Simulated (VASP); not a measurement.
# NaCl (I4/mmm) in VASP: notebook, part 2 of 3

VASP 6.6.1. The steps go on from the part before.

**5. Single point, PBE (strain +0.040 along x and y, +0.000 along z)**

Contents of INCAR:

```
SYSTEM = NaCl
PREC = Accurate
ENCUT = 520
EDIFF = 1E-6
ISMEAR = 0
SIGMA = 0.05
LREAL = .FALSE.
LASPH = .TRUE.
NELM = 80
ALGO = Normal
ISIF = 2
LWAVE = .FALSE.
LCHARG = .TRUE.
GGA = PE
LELF = .TRUE.
LVHAR = .TRUE.
NBANDS = 14
```

Contents of KPOINTS:

```
Automatic mesh
0
G
  8 8 8
  0 0 0
```

Contents of POSCAR:

```
NaCl
1.0
    0.0000000000      2.9450200000      2.8317500000
    2.9450200000      0.0000000000      2.8317500000
    2.9450200000      2.9450200000      0.0000000000
Na Cl
1 1
Direct
    0.0000000000      0.0000000000      0.0000000000
    0.5000000000      0.5000000000      0.5000000000
```

Potentials or basis: VASP PAW PBE potentials, release 64 (Na_pv, Cl).

On the command line:

```bash
cat potpaw_PBE.64/Na_pv/POTCAR potpaw_PBE.64/Cl/POTCAR > POTCAR
mpirun -np 1 vasp_std > vasp.out
```

OUTCAR:

```text
SYSTEM = NaCl
   PREC = Accurate
   ENCUT = 520
   EDIFF = 1E-6
   ISMEAR = 0
   LREAL = .FALSE.
   LASPH = .TRUE.
   NELM = 80
   ISIF = 2
   GGA = PE

 ion  position               nearest neighbor table
   1  0.000  0.000  0.000-
   2  0.500  0.500  0.500-

  LATTYP: Found a body centered tetragonal cell.
 ALAT       =     4.1648872255
 C/A-ratio  =     1.3598207331

  Lattice vectors:

 A1 = (   0.0000000000,  -2.9450200000,  -2.8317500000)
 A2 = (   0.0000000000,   2.9450200000,  -2.8317500000)
 A3 = (   2.9450200000,   0.0000000000,   2.8317500000)

Analysis of symmetry for initial positions (statically):
=====================================================================
 Subroutine PRICEL returns:
 Original cell was already a primitive cell.

 Routine SETGRP: Setting up the symmetry group for a
 body centered tetragonal supercell.

 Subroutine GETGRP returns: Found 16 space group operations
 (whereof 16 operations were pure point group operations)
 out of a pool of 16 trial point group operations.

The static configuration has the point symmetry D_4h.

Analysis of symmetry for dynamics (positions and initial velocities):
=====================================================================
 Subroutine PRICEL returns:
 Original cell was already a primitive cell.

 Routine SETGRP: Setting up the symmetry group for a
 body centered tetragonal supercell.

 Subroutine GETGRP returns: Found 16 space group operations
 (whereof 16 operations were pure point group operations)
 out of a pool of 16 trial point group operations.

The dynamic configuration has the point symmetry D_4h.

 Subroutine INISYM returns: Found 16 space group operations
 (whereof 16 operations are pure point group operations),
 and found     1 'primitive' translations

----------------------------------------------------------------------------------------

                                     Primitive cell

  volume of cell :      49.1203

  direct lattice vectors                    reciprocal lattice vectors
     0.000000000  2.945020000  2.831750000    -0.169778134  0.169778134  0.176569259
     2.945020000  0.000000000  2.831750000     0.169778134 -0.169778134  0.176569259
     2.945020000  2.945020000  0.000000000     0.169778134  0.169778134 -0.176569259

  length of vectors
     4.085578400  4.085578400  4.164887225     0.298036798  0.298036798  0.298036798

  position of ions in fractional coordinates (direct lattice)
     0.000000000  0.000000000  0.000000000
     0.500000000  0.500000000  0.500000000

  ion indices of the primitive-cell ions
   primitive index   ion index
                 1           1
                 2           2

----------------------------------------------------------------------------------------

 KPOINTS: Automatic mesh

Automatic generation of k-mesh.
 Grid dimensions read from file:
 generate k-points for:    8    8    8

 Generating k-lattice:

  Cartesian coordinates                     Fractional coordinates (reciprocal lattice)
    -0.021222267  0.021222267  0.022071157     0.125000000  0.000000000  0.000000000
     0.021222267 -0.021222267  0.022071157     0.000000000  0.125000000  0.000000000
     0.021222267  0.021222267 -0.022071157     0.000000000  0.000000000  0.125000000

  Length of vectors
     0.037254600  0.037254600  0.037254600

  Shift w.r.t. Gamma in fractional coordinates (k-lattice)
     0.000000000  0.000000000  0.000000000

 Subroutine IBZKPT returns following result:
 ===========================================

 Found     59 irreducible k-points:

 Following reciprocal coordinates:
            Coordinates               Weight
  0.000000  0.000000  0.000000      1.000000
  0.125000  0.000000  0.000000      8.000000
  0.250000  0.000000  0.000000      8.000000
  0.375000  0.000000  0.000000      8.000000
  0.500000  0.000000  0.000000      4.000000
  0.125000  0.125000  0.000000      2.000000
[... 16 lines left out ...]
  0.250000  0.000000  0.125000     16.000000
  0.375000  0.000000  0.125000     16.000000
 [... further k-points ...]
   k-points           NKPTS =     59   k-points in BZ     NKDIM =     59   number of bands    NBANDS=     14
   number of dos      NEDOS =    301   number of ions     NIONS =      2
   total plane-waves  NPLWV =  28800
   dimension x,y,z NGX =    30 NGY =   30 NGZ =   32
   dimension x,y,z NGXF=    60 NGYF=   60 NGZF=   64
   ions per type =               1   1
   NGX,Y,Z   is equivalent  to a cutoff of  12.21, 12.21, 12.77 a.u.
   NGXF,Y,Z  is equivalent  to a cutoff of  24.41, 24.41, 25.55 a.u.
 SYSTEM =  NaCl
   PREC   = accura    normal or accurate (medium, high low for compatibility)
   ISTART =      0    job   : 0-new  1-cont  2-samecut
   ICHARG =      2    charge: 1-file 2-atom 10-const
   ISPIN  =      1    spin polarized calculation?
   LNONCOLLINEAR =      F non collinear calculations
   LSORBIT =      F    spin-orbit coupling
   LASPH  =      T    aspherical Exc in radial PAW
   ENCUT  =  520.0 eV  38.22 Ry    6.18 a.u.   7.60  7.60  7.74*2*pi/ulx,y,z
   NELM   =     80;   NELMIN=  2; NELMDL= -5     # of ELM steps
   EDIFF  = 0.1E-05   stopping-criterion for ELM
   LREAL  =      F    real-space projection
[... 7 lines left out ...]
   TEBEG  =    0.0;   TEEND  =   0.0 temperature during run
   PSTRESS=    0.0 pullay stress
   NELECT =      14.0000    total number of electrons
   NUPDOWN=      -1.0000    fix difference up-down
   EMIN   =  10.00;   EMAX   =-10.00  energy-range for DOS
   EFERMI =   0.00;   METHOD = LEGACY
   ISMEAR =     0;   SIGMA  =   0.05  broadening in eV -4-tet -1-fermi 0-gaus
   EFERMI_NEDOS =   21; number of points for ismear=-14 and -15
   IALGO  =     38    algorithm
   IMIX   =      4    mixing-type and parameters
     AMIX     =   0.40;   BMIX     =  1.00
     AMIX_MAG =   1.60;   BMIX_MAG =  1.00
  volume/ion in A,a.u.               =      24.56       165.74
  Fermi-wavevector in a.u.,A,eV,Ry     =   1.077367  2.035929 15.792553  1.160720
  Thomas-Fermi vector in A             =   2.213277
   LORBIT       =      0    0 simple, 1 ext, 2 COOP (PROOUT), +10 PAW based schemes
   GGA     = PE    functional components
   LHFCALC =     F    Hartree Fock is set to
   AEXX    =    0.0000 exact exchange contribution
   IVDW    =     0    specifies the selected vdW correction
   LEPSILON=     F    determine dielectric tensor
   LRPA    =     F    only Hartree local field effects (RPA)
 non-spin polarized calculation
 Gauss-broadening in eV      SIGMA  =   0.05
  energy-cutoff  :      520.00
  volume of cell :       49.12
 maximum number of plane-waves:      1347
   NGX = 15   NGY = 15   NGZ = 15

 number of electron      13.9999997 magnetization

 Free energy of the ion-electron system (eV)
  ---------------------------------------------------
  ext. energy  EPLUGINS =         0.00000000
  ---------------------------------------------------
  free energy    TOTEN  =        -6.76203008 eV

  energy without entropy =       -6.76203008  energy(sigma->0) =       -6.76203008

 E-fermi :  -0.9519     XC(G=0):  -7.7831

 val. band max:       -1.2122445691   @ k =   0.0000   0.0000   0.0000
 cond. band min:       3.5548625947   @ k =   0.0000   0.0000   0.0000
 fundamental gap:      4.7671071638
 Fermi energy:        -0.9519060920

 k-point     1 :       0.0000    0.0000    0.0000
  band No.  band energies     occupation
      1     -22.2330      2.00000
      2     -22.2330      2.00000
      3     -22.2255      2.00000
      4     -13.6979      2.00000
      5      -1.2521      2.00000
      6      -1.2122      2.00000
      7      -1.2122      2.00000
      8       3.5549      0.00000
      9       9.7047      0.00000
     10       9.7047      0.00000
     11       9.9781      0.00000
     12      11.6085      0.00000
     13      12.0543      0.00000
     14      13.3027      0.00000
[... 375 lines left out ...]
 k-point    24 :       0.3750    0.0000    0.1250
  band No.  band energies     occupation
      1     -22.2447      2.00000
      2     -22.2353      2.00000
      3     -22.2289      2.00000
      4     -13.4957      2.00000
      5      -2.5081      2.00000
      6      -1.5092      2.00000
      7      -1.4590      2.00000
      8       5.8191      0.00000
      9       8.2297      0.00000
     10       9.0902      0.00000
     11      10.1788      0.00000
     12      11.9481      0.00000
     13      13.3211      0.00000
     14      14.3387      0.00000

 [... further k-points ...]

------------------------ aborting loop because EDIFF is reached ----------------------------------------

  FORCE on cell =-STRESS in cart. coord.  units (eV):
  Direction    XX          YY          ZZ          XY          YZ          ZX
  --------------------------------------------------------------------------------------
  -------------------------------------------------------------------------------------
  Total       -0.4756754     -0.4756754     -0.1602551      0.0000000      0.0000000     -0.0000000
  in kB      -15.5152896    -15.5152896     -5.2271037      0.0000000      0.0000000     -0.0000000
  external PRESSURE =     -12.0858943 kB  Pullay stress =       0.0000000 kB

 VOLUME and BASIS-vectors are now :
 -----------------------------------------------------------------------------
  energy-cutoff  :      520.00
  volume of cell :       49.12
      direct lattice vectors                 reciprocal lattice vectors
     0.000000000  2.945020000  2.831750000    -0.169778134  0.169778134  0.176569259
     2.945020000  0.000000000  2.831750000     0.169778134 -0.169778134  0.176569259
     2.945020000  2.945020000  0.000000000     0.169778134  0.169778134 -0.176569259

 POSITION                                       TOTAL-FORCE (eV/Angst)
 -----------------------------------------------------------------------------------
      0.00000      0.00000      0.00000         0.000000      0.000000      0.000000
      2.94502      2.94502      2.83175        -0.000000      0.000000      0.000000
 -----------------------------------------------------------------------------------
    total drift:                                0.000000      0.000000      0.000000

  FREE ENERGIE OF THE ION-ELECTRON SYSTEM (eV)
  ---------------------------------------------------
  free  energy   TOTEN  =        -6.7620300807 eV

  energy  without entropy=       -6.7620300807  energy(sigma->0) =       -6.76203008
```

stdout:

```text
POSCAR found type information on POSCAR NaCl
 POSCAR found :  2 types and       2 ions
 scaLAPACK will be used
 LDA part: xc-table for (Slater+PW92), standard interpolation
 POSCAR, INCAR and KPOINTS ok, starting setup
 FFT: planning ... GRIDC
 FFT: planning ... GRID_SOFT
 FFT: planning ... GRID
 WAVECAR not read
 entering main loop
```

Run time: 57 s. Hardware: 1 thread of Intel Xeon 8259CL, shared host; peak memory 0.19 GiB.

Results:

```
Free energy            : -6.7620 eV
Pressure               : -1.2 GPa
Band gap on the k mesh : 4.77 eV
```

Levels at points of the mesh, in eV from the valence-band top:
```
           k point  band 5  band 6  band 7  band 8  band 9  band 10
(0.00, 0.00, 0.00)   -0.04    0.00    0.00    4.77   10.92    10.92
(0.50, 0.00, 0.00)   -1.68   -0.25   -0.21    7.09    9.89    10.55
(0.50, 0.50, 0.00)   -1.44   -0.57   -0.57    7.27    8.03    10.93
(0.50, 0.00, 0.50)   -1.45   -0.56   -0.45    7.25    8.18    10.56
```

Caveat: the cell differs from its parent crystal (strain +0.040 along x and y, +0.000 along z). A k mesh can miss the band edges.

(Part 2 of 3 ends here.)
